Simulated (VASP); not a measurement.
Write the native input for VASP 6.6.1 that does the following.

* Task: single point
* Functional: PBE
* Dispersion: D3(BJ)
* Potentials or basis: VASP PAW PBE potentials, release 64 (Al)
* Cutoff: 520 eV
* k mesh: 18 × 18 × 4
* Occupations: gaussian, width 0.15 eV
* Spin: no spin polarisation
* Dipole correction: no
* Further INCAR settings: ALGO = Normal; EDIFF = 1e-06; NBANDS = 14

The structure of Al lies in POSCAR:

```
Al
1.0
    2.8895673394      0.0000000000      0.0000000000
   -1.4447836697      2.5024387218      0.0000000000
    0.0000000000      0.0000000000      9.2410470711
Al
4
Direct
    0.0000000000      0.0000000000      0.0000000000
    0.3333333333      0.6666666667      0.2500000000
    0.0000000000      0.0000000000      0.5000000000
    0.6666666667      0.3333333333      0.7500000000
```

This isn't the form of Al at room conditions, which is fcc.

The input as run:

INCAR

```
ALGO = Normal
EDIFF = 1E-6
ENCUT = 520
GGA = PE
ISIF = 2
ISMEAR = 0
IVDW = 12
LASPH = True
LCHARG = False
LREAL = False
LWAVE = False
NBANDS = 14
NELM = 60
PREC = Accurate
SIGMA = 0.15
```

KPOINTS

```
k-points
0
Gamma
  18 18 4
```

Potentials or basis: VASP PAW PBE potentials, release 64 (Al).

Command:

```bash
$ cat potpaw_PBE.64/Al/POTCAR > POTCAR
$ mpirun -np 1 vasp_std > vasp.out
```

Results of the run:

* Pressure: -4.0 GPa
* Band gap on the k mesh: zero (bands 6 and 7 overlap by 5.73 eV)
* Dispersion energy per atom: -0.332 eV

Caveat: the cell stands under tension.

Run time: 2.1 min on 1 thread of Intel Xeon 8259CL (shared host), peak memory 0.23 GiB.
